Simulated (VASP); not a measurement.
# MoS2 (P6_3/mmc) in VASP: further runs

Runs on MoS2. Level: PBEsol. Tasks: single point, relaxation of cell and atoms.

Everything below comes from runs of VASP 6.6.1. Logs are shortened: lines on timing, memory, paths and dates and some standing lists are left out, and cuts for length are marked.

## 1. The cell of the first run

Symmetry: P6_3/mmc, No. 194, hexagonal system. Conventional cell: a = 3.045 Å, b = 3.045 Å, c = 11.173 Å, α = 90.00°, β = 90.00°, γ = 120.00°. Within 3.1 Å of Mo (site symmetry -6m2) lie 6 S at 2.36 Å and 6 Mo at 3.05 Å. S (site symmetry 3m) has 3 Mo at 2.36 Å and 10 S at 3.01 to 3.14 Å within 3.2 Å.

## 2. Single point, PBEsol

Contents of INCAR:

```
ALGO     = Normal         # electronic algorithm
EDIFF    = 1E-6           # SCF threshold, eV
ENCUT    = 520            # plane-wave cutoff, eV
GGA      = PS             # functional
ISIF     = 2              # what is computed and relaxed
ISMEAR   = 0              # smearing method
LASPH    = True           # aspherical terms in the spheres
LCHARG   = False          # write CHGCAR
LREAL    = False          # projectors in reciprocal space
LWAVE    = False          # write WAVECAR
NBANDS   = 35             # bands
NELM     = 100            # most SCF steps
PREC     = Accurate       # precision mode
SIGMA    = 0.02           # smearing width, eV
```

Contents of KPOINTS:

```
k-points
0
Gamma
  15 15 4
```

Contents of POSCAR:

```
MoS2
1.0
    3.0451104444      0.0000000000      0.0000000000
   -1.5225552222      2.6371430022      0.0000000000
    0.0000000000      0.0000000000     11.1725662549
Mo S
2 4
Direct
    0.3333333333      0.6666666667      0.2500000000
    0.6666666667      0.3333333333      0.7500000000
    0.3333333333      0.6666666667      0.6094878507
    0.6666666667      0.3333333333      0.1094878507
    0.3333333333      0.6666666667      0.8905121493
    0.6666666667      0.3333333333      0.3905121493
```

Potentials or basis: VASP PAW PBE potentials, release 64 (Mo_sv, S).

Launch:

```console
cat potpaw_PBE.64/Mo_sv/POTCAR potpaw_PBE.64/S/POTCAR > POTCAR
mpirun -np 1 vasp_std > vasp.out
```

OUTCAR:

```text
EDIFF = 1E-6
   ENCUT = 520
   GGA = PS
   ISIF = 2
   ISMEAR = 0
   LASPH = True
   LREAL = False
   NELM = 100
   PREC = Accurate

 ion  position               nearest neighbor table
   1  0.333  0.667  0.250-   4 2.36   6 2.36   4 2.36   6 2.36   4 2.36   6 2.36
   2  0.667  0.333  0.750-   3 2.36   5 2.36   3 2.36   5 2.36   3 2.36   5 2.36
   3  0.333  0.667  0.609-   2 2.36   2 2.36   2 2.36
   4  0.667  0.333  0.109-   1 2.36   1 2.36   1 2.36
   5  0.333  0.667  0.891-   2 2.36   2 2.36   2 2.36
   6  0.667  0.333  0.391-   1 2.36   1 2.36   1 2.36

  LATTYP: Found a hexagonal cell.
 ALAT       =     3.0451104444
 C/A-ratio  =     3.6690184014

  Lattice vectors:

 A1 = (   3.0451104444,   0.0000000000,   0.0000000000)
 A2 = (  -1.5225552222,   2.6371430022,   0.0000000000)
 A3 = (   0.0000000000,   0.0000000000,  11.1725662549)

Analysis of symmetry for initial positions (statically):
=====================================================================
 Subroutine PRICEL returns:
 Original cell was already a primitive cell.

 Routine SETGRP: Setting up the symmetry group for a
 hexagonal supercell.

 Subroutine GETGRP returns: Found 24 space group operations
 (whereof 12 operations were pure point group operations)
 out of a pool of 24 trial point group operations.

The static configuration has the point symmetry D_3d.
 The point group associated with its full space group is D_6h.

Analysis of symmetry for dynamics (positions and initial velocities):
=====================================================================
 Subroutine PRICEL returns:
 Original cell was already a primitive cell.

 Routine SETGRP: Setting up the symmetry group for a
 hexagonal supercell.

 Subroutine GETGRP returns: Found 24 space group operations
 (whereof 12 operations were pure point group operations)
 out of a pool of 24 trial point group operations.

The dynamic configuration has the point symmetry D_3d.
 The point group associated with its full space group is D_6h.

 Subroutine INISYM returns: Found 24 space group operations
 (whereof 12 operations are pure point group operations),
 and found     1 'primitive' translations

----------------------------------------------------------------------------------------

                                     Primitive cell

  volume of cell :      89.7201

  direct lattice vectors                    reciprocal lattice vectors
     3.045110444  0.000000000  0.000000000     0.328395314  0.189599123  0.000000000
    -1.522555222  2.637143002  0.000000000     0.000000000  0.379198246  0.000000000
     0.000000000  0.000000000 11.172566255     0.000000000  0.000000000  0.089504951

  length of vectors
     3.045110444  3.045110444 11.172566255     0.379198246  0.379198246  0.089504951

  position of ions in fractional coordinates (direct lattice)
     0.333333333  0.666666667  0.250000000
     0.666666667  0.333333333  0.750000000
     0.333333333  0.666666667  0.609487851
     0.666666667  0.333333333  0.109487851
     0.333333333  0.666666667  0.890512149
     0.666666667  0.333333333  0.390512149

  ion indices of the primitive-cell ions
   primitive index   ion index
                 1           1
                 2           2
                 3           3
                 4           4
                 5           5
                 6           6

----------------------------------------------------------------------------------------

 KPOINTS: k-points

Automatic generation of k-mesh.
 Grid dimensions read from file:
 generate k-points for:   15   15    4

 Generating k-lattice:

  Cartesian coordinates                     Fractional coordinates (reciprocal lattice)
     0.021893021  0.012639942  0.000000000     0.066666667  0.000000000  0.000000000
     0.000000000  0.025279883  0.000000000     0.000000000  0.066666667  0.000000000
     0.000000000  0.000000000  0.022376238     0.000000000  0.000000000  0.250000000

  Length of vectors
     0.025279883  0.025279883  0.022376238

  Shift w.r.t. Gamma in fractional coordinates (k-lattice)
     0.000000000  0.000000000  0.000000000

 Subroutine IBZKPT returns following result:
 ===========================================

 Found     81 irreducible k-points:

 Following reciprocal coordinates:
            Coordinates               Weight
  0.000000  0.000000  0.000000      1.000000
  0.066667  0.000000  0.000000      6.000000
  0.133333  0.000000  0.000000      6.000000
  0.200000 -0.000000  0.000000      6.000000
  0.266667  0.000000  0.000000      6.000000
  0.333333  0.000000  0.000000      6.000000
[... 16 lines left out ...]
  0.333333  0.200000  0.000000     12.000000
  0.400000  0.200000  0.000000      6.000000
 [... further k-points ...]
   k-points           NKPTS =     81   k-points in BZ     NKDIM =     81   number of bands    NBANDS=     35
   number of dos      NEDOS =    301   number of ions     NIONS =      6
   total plane-waves  NPLWV =  48384
   dimension x,y,z NGX =    24 NGY =   24 NGZ =   84
   dimension x,y,z NGXF=    48 NGYF=   48 NGZF=  168
   ions per type =               2   4
   NGX,Y,Z   is equivalent  to a cutoff of  13.10, 13.10, 12.50 a.u.
   NGXF,Y,Z  is equivalent  to a cutoff of  26.21, 26.21, 25.00 a.u.
 SYSTEM =  unknown system
   PREC   = accura    normal or accurate (medium, high low for compatibility)
   ISTART =      0    job   : 0-new  1-cont  2-samecut
   ICHARG =      2    charge: 1-file 2-atom 10-const
   ISPIN  =      1    spin polarized calculation?
   LNONCOLLINEAR =      F non collinear calculations
   LSORBIT =      F    spin-orbit coupling
   LASPH  =      T    aspherical Exc in radial PAW
   ENCUT  =  520.0 eV  38.22 Ry    6.18 a.u.   5.66  5.66 20.77*2*pi/ulx,y,z
   NELM   =    100;   NELMIN=  2; NELMDL= -5     # of ELM steps
   EDIFF  = 0.1E-05   stopping-criterion for ELM
   LREAL  =      F    real-space projection
   EDIFFG = 0.1E-04   stopping-criterion for IOM
   NSW    =      0    number of steps for IOM
   IBRION =     -1    ionic relax: 0-MD 1-quasi-New 2-CG
   NFREE  =      0    steps in history (QN), initial steepest desc. (CG)
   ISIF   =      2    stress and relaxation
   ISYM   =      2    0-nonsym 1-usesym 2-fastsym
   POTIM  = 0.5000    time-step for ionic-motion
   TEBEG  =    0.0;   TEEND  =   0.0 temperature during run
   PSTRESS=    0.0 pullay stress
   NELECT =      52.0000    total number of electrons
   NUPDOWN=      -1.0000    fix difference up-down
   EMIN   =  10.00;   EMAX   =-10.00  energy-range for DOS
   EFERMI =   0.00;   METHOD = LEGACY
   ISMEAR =     0;   SIGMA  =   0.02  broadening in eV -4-tet -1-fermi 0-gaus
   EFERMI_NEDOS =   21; number of points for ismear=-14 and -15
   IALGO  =     38    algorithm
   IMIX   =      4    mixing-type and parameters
     AMIX     =   0.40;   BMIX     =  1.00
     AMIX_MAG =   1.60;   BMIX_MAG =  1.00
  volume/ion in A,a.u.               =      14.95       100.91
  Fermi-wavevector in a.u.,A,eV,Ry     =   1.364937  2.579358 25.348389  1.863054
  Thomas-Fermi vector in A             =   2.491210
   LORBIT       =      0    0 simple, 1 ext, 2 COOP (PROOUT), +10 PAW based schemes
   GGA     = PS    functional components
   LHFCALC =     F    Hartree Fock is set to
   AEXX    =    0.0000 exact exchange contribution
   IVDW    =     0    specifies the selected vdW correction
   LEPSILON=     F    determine dielectric tensor
   LRPA    =     F    only Hartree local field effects (RPA)
 non-spin polarized calculation
 Gauss-broadening in eV      SIGMA  =   0.02
  energy-cutoff  :      520.00
  volume of cell :       89.72
 maximum number of plane-waves:      2441
 NGX is ok and might be reduce to    24
   NGX = 11   NGY = 11   NGZ = 41

 number of electron      52.0000000 magnetization

 Free energy of the ion-electron system (eV)
  ---------------------------------------------------
  ext. energy  EPLUGINS =         0.00000000
  ---------------------------------------------------
  free energy    TOTEN  =       -46.36137832 eV

  energy without entropy =      -46.36137832  energy(sigma->0) =      -46.36137832

 E-fermi :  10.3627     XC(G=0): -12.0636

 val. band max:       10.2812762734   @ k =   0.0000   0.0000   0.0000
 cond. band min:      10.4853549794   @ k =   0.2000   0.2000   0.0000
 fundamental gap:      0.2040787060
 Fermi energy:        10.3626968382

 k-point     1 :       0.0000    0.0000    0.0000
  band No.  band energies     occupation
      1     -51.4007      2.00000
      2     -51.4007      2.00000
      3     -25.6899      2.00000
      4     -25.6891      2.00000
      5     -25.2994      2.00000
      6     -25.2994      2.00000
[... 27 lines left out ...]
     34      12.7745      0.00000
     35      15.9938      0.00000

 k-point     2 :       0.0667    0.0000    0.0000
  band No.  band energies     occupation
      1     -51.3978      2.00000
      2     -51.3977      2.00000
      3     -25.6845      2.00000
      4     -25.6838      2.00000
      5     -25.3259      2.00000
      6     -25.3259      2.00000
[... 27 lines left out ...]
     34      12.7073      0.00000
     35      16.3508      0.00000

 k-point     3 :       0.1333    0.0000    0.0000
  band No.  band energies     occupation
      1     -51.3894      2.00000
      2     -51.3894      2.00000
      3     -25.6693      2.00000
      4     -25.6686      2.00000
      5     -25.4005      2.00000
      6     -25.4005      2.00000
[... 27 lines left out ...]
     34      12.8821      0.00000
     35      17.2063      0.00000

 k-point     4 :       0.2000   -0.0000    0.0000
  band No.  band energies     occupation
      1     -51.3772      2.00000
      2     -51.3772      2.00000
      3     -25.6468      2.00000
      4     -25.6462      2.00000
      5     -25.5090      2.00000
      6     -25.5089      2.00000
[... 27 lines left out ...]
     34      13.3668      0.00000
     35      17.5229      0.00000

 k-point     5 :       0.2667    0.0000    0.0000
  band No.  band energies     occupation
      1     -51.3631      2.00000
      2     -51.3630      2.00000
      3     -25.6314      2.00000
      4     -25.6314      2.00000
      5     -25.6208      2.00000
      6     -25.6203      2.00000
[... 638 lines left out ...]
 k-point    22 :       0.2667    0.2000    0.0000
  band No.  band energies     occupation
      1     -51.3362      2.00000
      2     -51.3362      2.00000
      3     -25.7759      2.00000
      4     -25.7759      2.00000
      5     -25.5715      2.00000
      6     -25.5712      2.00000
[... 27 lines left out ...]
     34      15.0243      0.00000
     35      16.5839      0.00000

 k-point    23 :       0.3333    0.2000    0.0000
  band No.  band energies     occupation
      1     -51.3294      2.00000
      2     -51.3294      2.00000
      3     -25.8101      2.00000
      4     -25.8101      2.00000
      5     -25.5589      2.00000
      6     -25.5588      2.00000
[... 27 lines left out ...]
     34      15.0672      0.00000
     35      16.1264      0.00000

 k-point    24 :       0.4000    0.2000    0.0000
  band No.  band energies     occupation
      1     -51.3270      2.00000
      2     -51.3270      2.00000
      3     -25.8217      2.00000
      4     -25.8217      2.00000
      5     -25.5631      2.00000
      6     -25.5631      2.00000
[... 27 lines left out ...]
     34      15.0583      0.00000
     35      16.0968      0.00000

 [... further k-points ...]

------------------------ aborting loop because EDIFF is reached ----------------------------------------

  FORCE on cell =-STRESS in cart. coord.  units (eV):
  Direction    XX          YY          ZZ          XY          YZ          ZX
  --------------------------------------------------------------------------------------
  -------------------------------------------------------------------------------------
  Total        7.6710247      7.6710247      7.6586027      0.0000000     -0.0000000      0.0000000
  in kB      136.9854044    136.9854044    136.7635779      0.0000000     -0.0000000      0.0000000
  external PRESSURE =     136.9114622 kB  Pullay stress =       0.0000000 kB

 VOLUME and BASIS-vectors are now :
 -----------------------------------------------------------------------------
  energy-cutoff  :      520.00
  volume of cell :       89.72
      direct lattice vectors                 reciprocal lattice vectors
     3.045110444  0.000000000  0.000000000     0.328395314  0.189599123  0.000000000
    -1.522555222  2.637143002  0.000000000     0.000000000  0.379198246  0.000000000
     0.000000000  0.000000000 11.172566255     0.000000000  0.000000000  0.089504951

 POSITION                                       TOTAL-FORCE (eV/Angst)
 -----------------------------------------------------------------------------------
     -0.00000      1.75810      2.79314        -0.000000     -0.000000     -0.000000
      1.52256      0.87905      8.37942         0.000000      0.000000     -0.000000
     -0.00000      1.75810      6.80954        -0.000000      0.000000      0.010272
      1.52256      0.87905      1.22326         0.000000     -0.000000      0.010272
     -0.00000      1.75810      9.94931        -0.000000      0.000000     -0.010272
      1.52256      0.87905      4.36302         0.000000     -0.000000     -0.010272
 -----------------------------------------------------------------------------------
    total drift:                                0.000000     -0.000000      0.000000

  FREE ENERGIE OF THE ION-ELECTRON SYSTEM (eV)
  ---------------------------------------------------
  free  energy   TOTEN  =       -46.3613783239 eV

  energy  without entropy=      -46.3613783239  energy(sigma->0) =      -46.36137832
```

It took 3 min on 1 thread of Intel Xeon Platinum 8259CL at 2.50GHz (Skylake/Cascade Lake), shared host; peak memory 0.34 GiB.

What came out:

```yaml
Free_energy: -46.3614 eV
Pressure: 13.7 GPa
Largest_force: 0.010 eV/Å
Band_gap_on_the_k_mesh: 0.20 eV (least direct gap 1.50 eV)
```

Forces in eV/Å, atoms in the order of the input:
```
Mo   0.000  0.000  0.000
Mo   0.000  0.000  0.000
S    0.000  0.000  0.010
S    0.000  0.000  0.010
S    0.000  0.000 -0.010
S    0.000  0.000 -0.010
```

Caveat: the cell stands under pressure; the PAW data sets were made with another functional, which shifts forces and pressure a little.

## 3. Relaxation of cell and atoms, PBEsol, target pressure 5.6 GPa, at which the enthalpy is minimised

This run uses another cell than the first one, of 16.03 Å³/atom.

Contents of INCAR:

```
  PREC = Accurate
  ENCUT = 600
  EDIFF = 1E-6
  ISMEAR = 0
  SIGMA = 0.01
  LREAL = F
  LASPH = T
  NELM = 100
  ALGO = Normal
  ISIF = 3
  LWAVE = F
  LCHARG = F
  GGA = PS
  IBRION = 2
  NSW = 80
  EDIFFG = -0.002
  PSTRESS = 56.0
```

Contents of KPOINTS:

```
regular mesh
0
Gamma
  15 15 4
```

Contents of POSCAR:

```
MoS2
1.0
    3.0981962768      0.0000000000      0.0000000000
   -1.5490981384      2.6831166816      0.0000000000
    0.0000000000      0.0000000000     11.5721365640
Mo S
2 4
Direct
    0.3333333333      0.6666666667      0.2500000000
    0.6666666667      0.3333333333      0.7500000000
    0.3333333333      0.6666666667      0.6147498048
    0.6666666667      0.3333333333      0.1147498048
    0.3333333333      0.6666666667      0.8852501952
    0.6666666667      0.3333333333      0.3852501952
```

Potentials or basis: VASP PAW PBE potentials, release 64 (Mo_sv, S).

Launch:

```console
cat potpaw_PBE.64/Mo_sv/POTCAR potpaw_PBE.64/S/POTCAR > POTCAR
mpirun -np 1 vasp_std > vasp.out
```

It took 13 min on 1 thread of Intel Xeon 6975P-C (Granite Rapids), shared host; peak memory 0.43 GiB.

Results (log left out):

- Free energy: -46.7567 eV
- Relaxed volume: 16.07 Å³/atom
- Relaxed cell: a = 3.098 Å, b = 3.098 Å, c = 11.603 Å, α = 90.00°, β = 90.00°, γ = 120.00°
- Space group after relaxing (to 0.1 Å): P6_3/mmc (No. 194)
- Energy change on relaxing (the run minimises the enthalpy): -1.4 meV/atom
- Ionic steps: 9
- Pressure after relaxing: 5.6 GPa
- Band gap on the k mesh: 0.53 eV (least direct gap 1.83 eV)

Step by step:
```csv
step,energy change (eV),largest force (eV/Å),pressure (GPa),volume (Å³)
1,0.0000,0.0391,5.49,96.20
2,0.0052,0.0214,6.01,96.05
3,0.0022,0.0120,5.74,96.13
4,-0.0008,0.0053,5.72,96.21
5,-0.0062,0.0072,5.71,96.36
6,-0.0121,0.0294,5.32,96.53
7,-0.0078,0.0023,5.60,96.41
8,-0.0078,0.0026,5.60,96.41
9,-0.0081,0.0004,5.61,96.42
```

Final structure:
```
Mo S
1.0
     3.09762    0.00000    0.00000
    -1.54881    2.68262    0.00000
     0.00000    0.00000   11.60302
Mo S
2 4
Direct
  0.33333 0.66667 0.25000
  0.66667 0.33333 0.75000
  0.33333 0.66667 0.61520
  0.66667 0.33333 0.11520
  0.33333 0.66667 0.88480
  0.66667 0.33333 0.38480
```

Levels at points of the mesh, in eV from the valence-band top:
```tsv
k point	band 22	band 23	band 24	band 25	band 26	band 27	band 28	band 29	band 30	band 31
(0.00, 0.00, 0.00)	-2.27	-2.27	-1.67	-0.91	0.00	2.03	2.03	2.09	2.09	2.12
(0.00, 0.00, 0.50)	-2.32	-2.32	-2.32	-0.25	-0.25	2.03	2.03	2.03	2.03	2.34
```

Caveat: the cell is relaxed towards a set pressure, so the run minimises the enthalpy, not the energy; the PAW data sets were made with another functional, which shifts forces and pressure a little. A k mesh can miss the band edges.
